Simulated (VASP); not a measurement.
Input of a VASP 6.6.1 run:

The input INCAR:

```
SYSTEM = Al2O3
PREC = Accurate
ENCUT = 520
EDIFF = 1E-6
ISMEAR = -1
SIGMA = 0.01
LREAL = Auto
LASPH = .TRUE.
NELM = 100
ALGO = Normal
ISIF = 2
LWAVE = .FALSE.
LCHARG = .FALSE.
GGA = PE
IBRION = 2
NSW = 100
EDIFFG = -0.01
NCORE = 4
```

File KPOINTS:

```
regular mesh
0
G
  1 1 1
  0 0 0
```

POSCAR

```
Al2O3
1.0
    4.8078835245      2.7758328471      8.7484141875
   -4.8078835245      2.7758328471      8.7484141875
    0.0000000000     -5.5516656942      8.7484141875
Al O
32 48
Direct
    0.3239438534      0.3239438534      0.3239438534
    0.4260561466      0.4260561466      0.4260561466
    0.0739438534      0.0739438534      0.0739438534
    0.1760561466      0.1760561466      0.1760561466
    0.3239438534      0.3239438534      0.8239438534
    0.4260561466      0.4260561466      0.9260561466
    0.0739438534      0.0739438534      0.5739438534
    0.1760561466      0.1760561466      0.6760561466
    0.3239438534      0.8239438534      0.3239438534
    0.4260561466      0.9260561466      0.4260561466
    0.0739438534      0.5739438534      0.0739438534
    0.1760561466      0.6760561466      0.1760561466
    0.3239438534      0.8239438534      0.8239438534
    0.4260561466      0.9260561466      0.9260561466
    0.0739438534      0.5739438534      0.5739438534
    0.1760561466      0.6760561466      0.6760561466
    0.8239438534      0.3239438534      0.3239438534
    0.9260561466      0.4260561466      0.4260561466
    0.5739438534      0.0739438534      0.0739438534
    0.6760561466      0.1760561466      0.1760561466
    0.8239438534      0.3239438534      0.8239438534
    0.9260561466      0.4260561466      0.9260561466
    0.5739438534      0.0739438534      0.5739438534
    0.6760561466      0.1760561466      0.6760561466
    0.8239438534      0.8239438534      0.3239438534
    0.9260561466      0.9260561466      0.4260561466
    0.5739438534      0.5739438534      0.0739438534
    0.6760561466      0.6760561466      0.1760561466
    0.8239438534      0.8239438534      0.8239438534
    0.9260561466      0.9260561466      0.9260561466
    0.5739438534      0.5739438534      0.5739438534
    0.6760561466      0.6760561466      0.6760561466
    0.2219254307      0.0280745693      0.3750000000
    0.4719254307      0.1250000000      0.2780745693
    0.0280745693      0.3750000000      0.2219254307
    0.3750000000      0.2219254307      0.0280745693
    0.1250000000      0.2780745693      0.4719254307
    0.2780745693      0.4719254307      0.1250000000
    0.2219254307      0.0280745693      0.8750000000
    0.4719254307      0.1250000000      0.7780745693
    0.0280745693      0.3750000000      0.7219254307
    0.3750000000      0.2219254307      0.5280745693
    0.1250000000      0.2780745693      0.9719254307
    0.2780745693      0.4719254307      0.6250000000
    0.2219254307      0.5280745693      0.3750000000
    0.4719254307      0.6250000000      0.2780745693
    0.0280745693      0.8750000000      0.2219254307
    0.3750000000      0.7219254307      0.0280745693
    0.1250000000      0.7780745693      0.4719254307
    0.2780745693      0.9719254307      0.1250000000
    0.2219254307      0.5280745693      0.8750000000
    0.4719254307      0.6250000000      0.7780745693
    0.0280745693      0.8750000000      0.7219254307
    0.3750000000      0.7219254307      0.5280745693
    0.1250000000      0.7780745693      0.9719254307
    0.2780745693      0.9719254307      0.6250000000
    0.7219254307      0.0280745693      0.3750000000
    0.9719254307      0.1250000000      0.2780745693
    0.5280745693      0.3750000000      0.2219254307
    0.8750000000      0.2219254307      0.0280745693
    0.6250000000      0.2780745693      0.4719254307
    0.7780745693      0.4719254307      0.1250000000
    0.7219254307      0.0280745693      0.8750000000
    0.9719254307      0.1250000000      0.7780745693
    0.5280745693      0.3750000000      0.7219254307
    0.8750000000      0.2219254307      0.5280745693
    0.6250000000      0.2780745693      0.9719254307
    0.7780745693      0.4719254307      0.6250000000
    0.7219254307      0.5280745693      0.3750000000
    0.9719254307      0.6250000000      0.2780745693
    0.5280745693      0.8750000000      0.2219254307
    0.8750000000      0.7219254307      0.0280745693
    0.6250000000      0.7780745693      0.4719254307
    0.7780745693      0.9719254307      0.1250000000
    0.7219254307      0.5280745693      0.8750000000
    0.9719254307      0.6250000000      0.7780745693
    0.5280745693      0.8750000000      0.7219254307
    0.8750000000      0.7219254307      0.5280745693
    0.6250000000      0.7780745693      0.9719254307
    0.7780745693      0.9719254307      0.6250000000
```

Potentials or basis: VASP PAW PBE potentials, release 64 (Al, O).

Command:

```sh
$ cat potpaw_PBE.64/Al/POTCAR potpaw_PBE.64/O/POTCAR > POTCAR
$ mpirun -np 4 vasp_gam > vasp.out
```

**Question.** Estimate the energy gained by relaxing.

**Answer.** 0.0 meV/atom.

**Question.** What does it give for the band gap on the k mesh?

**Answer.** 5.84 eV.

Forces on the atoms (eV/Å):
```
Al   0.000  0.000  0.001
Al   0.000  0.000 -0.001
Al   0.000  0.000  0.001
Al   0.000  0.000 -0.001
Al   0.000  0.000  0.001
Al   0.000  0.000 -0.001
Al   0.000  0.000  0.001
Al   0.000  0.000 -0.001
Al   0.000  0.000  0.001
Al   0.000  0.000 -0.001
Al   0.000  0.000  0.001
Al   0.000  0.000 -0.001
Al   0.000  0.000  0.001
Al   0.000  0.000 -0.001
Al   0.000  0.000  0.001
Al   0.000  0.000 -0.001
Al   0.000  0.000  0.001
Al   0.000  0.000 -0.001
Al   0.000  0.000  0.001
Al   0.000  0.000 -0.001
Al   0.000  0.000  0.001
Al   0.000  0.000 -0.001
Al   0.000  0.000  0.001
Al   0.000  0.000 -0.001
Al   0.000  0.000  0.001
Al   0.000  0.000 -0.001
Al   0.000  0.000  0.001
Al   0.000  0.000 -0.001
Al   0.000  0.000  0.001
Al   0.000  0.000 -0.001
Al   0.000  0.000  0.001
Al   0.000  0.000 -0.001
O    0.004  0.000  0.000
O    0.002  0.004  0.000
O   -0.002 -0.004  0.000
O   -0.002  0.004  0.000
O    0.002 -0.004  0.000
O   -0.004  0.000  0.000
O    0.004  0.000  0.000
O    0.002  0.004  0.000
O   -0.002 -0.004  0.000
O   -0.002  0.004  0.000
O    0.002 -0.004  0.000
O   -0.004  0.000  0.000
O    0.004  0.000  0.000
O    0.002  0.004  0.000
O   -0.002 -0.004  0.000
O   -0.002  0.004  0.000
O    0.002 -0.004  0.000
O   -0.004  0.000  0.000
O    0.004  0.000  0.000
O    0.002  0.004  0.000
O   -0.002 -0.004  0.000
O   -0.002  0.004  0.000
O    0.002 -0.004  0.000
O   -0.004  0.000  0.000
O    0.004  0.000  0.000
O    0.002  0.004  0.000
O   -0.002 -0.004  0.000
O   -0.002  0.004  0.000
O    0.002 -0.004  0.000
O   -0.004  0.000  0.000
O    0.004  0.000  0.000
O    0.002  0.004  0.000
O   -0.002 -0.004  0.000
O   -0.002  0.004  0.000
O    0.002 -0.004  0.000
O   -0.004  0.000  0.000
O    0.004  0.000  0.000
O    0.002  0.004  0.000
O   -0.002 -0.004  0.000
O   -0.002  0.004  0.000
O    0.002 -0.004  0.000
O   -0.004  0.000  0.000
O    0.004  0.000  0.000
O    0.002  0.004  0.000
O   -0.002 -0.004  0.000
O   -0.002  0.004  0.000
O    0.002 -0.004  0.000
O   -0.004  0.000  0.000
```

Caveat: the k points lie up to 0.79 Å⁻¹ apart. A k mesh can miss the band edges.
